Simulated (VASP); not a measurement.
Wanted: the native input for a VASP 6.6.1 run.

- Task: single point
- Functional: PBEsol
- Potentials or basis: VASP PAW PBE potentials, release 64 (Re_sv_GW, P)
- Cutoff: 560 eV
- k mesh: 12 × 12 × 12
- Occupations: gaussian, width 0.05 eV
- Spin: no spin polarisation
- Dipole correction: no
- Further INCAR settings: ALGO = Normal; EDIFF = 1e-06; NBANDS = 17

The structure of ReP lies in POSCAR:

```
ReP
1.0
    0.0000000000      2.6470859634      2.6470859634
    2.6470859634      0.0000000000      2.6470859634
    2.6470859634      2.6470859634      0.0000000000
Re P
1 1
Direct
    0.0000000000      0.0000000000      0.0000000000
    0.2500000000      0.2500000000      0.2500000000
```

One way to write it, as run:

INCAR

```
PREC = Accurate ; ENCUT = 560
EDIFF = 1E-6 ; ISMEAR = 0
SIGMA = 0.05 ; LREAL = False
LASPH = True ; NELM = 120
ALGO = Normal ; ISIF = 2
LWAVE = False ; LCHARG = True
GGA = PS ; LELF = True
LVHAR = True ; NBANDS = 17
GGA_COMPAT = False
```

KPOINTS

```
Automatic mesh
0
Gamma
  12 12 12
```

Potentials or basis: VASP PAW PBE potentials, release 64 (Re_sv_GW, P).

Launch:

```sh
$ cat potpaw_PBE.64/Re_sv_GW/POTCAR potpaw_PBE.64/P/POTCAR > POTCAR
$ mpirun -np 1 vasp_std > vasp.out
```

It gave:

```json
{
 "Pressure": "-4.0 GPa",
 "Band gap on the k mesh": "zero (bands 10 and 11 overlap by 0.41 eV)"
}
```

Caveat: the cell stands under tension; the PAW data sets were made with another functional, which shifts forces and pressure a little; spin-orbit coupling is left out, which moves the levels of the heavy elements.

Wall time 64 s on 1 thread of Intel(R) Xeon(R) Platinum 8375C CPU @ 2.90GHz (Ice Lake), with other jobs on the host, peak memory 0.2 GiB.
